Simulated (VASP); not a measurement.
Input of a VASP 6.6.1 run:

The input POSCAR:

```
TiO2
1.0
    0.0000000000      2.3968272525      2.3968272525
    2.3968272525      0.0000000000      2.3968272525
    2.3968272525      2.3968272525      0.0000000000
Ti O
1 2
Direct
    0.0000000000      0.0000000000      0.0000000000
    0.2500000000      0.2500000000      0.2500000000
    0.7500000000      0.7500000000      0.7500000000
```

The input INCAR.step1:

```
  PREC = Accurate
  ENCUT = 520
  ISMEAR = 0
  SIGMA = 0.01
  LREAL = F
  LASPH = T
  NELM = 80
  NBANDS = 19
  GGA = PE
  ALGO = Normal
  EDIFF = 1E-4
  LWAVE = T
  LCHARG = F
```

INCAR.step2

```
  PREC = Accurate
  ENCUT = 520
  EDIFF = 1E-6
  ISMEAR = 0
  SIGMA = 0.01
  LREAL = F
  LASPH = T
  NELM = 80
  ALGO = Normal
  ISIF = 2
  LWAVE = F
  LCHARG = T
  METAGGA = R2SCAN
  LMIXTAU = T
  LELF = T
  LVHAR = T
  NBANDS = 19
  ISTART = 1
```

Contents of KPOINTS:

```
regular mesh
0
Gamma
  10 10 10
```

Potentials or basis: VASP PAW PBE potentials, release 64 (Ti_sv, O).

Run with:

```sh
$ cat potpaw_PBE.64/Ti_sv/POTCAR potpaw_PBE.64/O/POTCAR > POTCAR
$ cp INCAR.step1 INCAR
$ mpirun -np 1 vasp_std > vasp.out
$ cp INCAR.step2 INCAR
$ mpirun -np 1 vasp_std > vasp.out
```

Question: Predict the band gap on the k mesh.

Answer: 1.55 eV (least direct gap 2.24 eV).

Question: Predict the pressure.

Answer: 1.6 GPa.

Caveat: the PAW data sets were made with another functional, which shifts forces and pressure a little. A k mesh can miss the band edges.
